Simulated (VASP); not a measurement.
A run of VASP 6.6.1 is set up as follows.

File INCAR:

```
PREC     = Accurate       # precision mode
ENCUT    = 600            # plane-wave cutoff, eV
EDIFF    = 1E-6           # SCF threshold, eV
ISMEAR   = -1             # smearing method
SIGMA    = 0.05           # smearing width, eV
LREAL    = False          # projectors in reciprocal space
LASPH    = True           # aspherical terms in the spheres
NELM     = 120            # most SCF steps
ALGO     = Normal         # electronic algorithm
ISIF     = 2              # what is computed and relaxed
LWAVE    = False          # write WAVECAR
LCHARG   = False          # write CHGCAR
GGA      = PS             # functional
IVDW     = 12             # dispersion correction
NBANDS   = 22             # bands
GGA_COMPAT= False
```

The input KPOINTS:

```
Automatic mesh
0
Gamma
  9 9 9
```

Contents of POSCAR:

```
As
1.0
    1.8725174244      1.0810984390      3.2617358610
   -1.8725174244      1.0810984390      3.2617358610
    0.0000000000     -2.1621968781      3.2617358610
As
2
Direct
    0.2323461323      0.2323461323      0.2323461323
    0.7676538677      0.7676538677      0.7676538677
```

Potentials or basis: VASP PAW PBE potentials, release 64 (As_d).

Run with:

```sh
$ cat potpaw_PBE.64/As_d/POTCAR > POTCAR
$ mpirun -np 1 vasp_std > vasp.out
```

Problem. Estimate the pressure.

Solution. 0.2 GPa.

Problem. What does it give for the band gap on the k mesh?

Solution. Zero (band 15 reaches 4.40 eV, above the bottom of band 16 at 4.39 eV).

Problem. What does it give for the dispersion energy per atom?

Solution. -0.399 eV.

Caveat: the PAW data sets were made with another functional, which shifts forces and pressure a little; pairwise dispersion overbinds metals, which lowers pressure and volume.
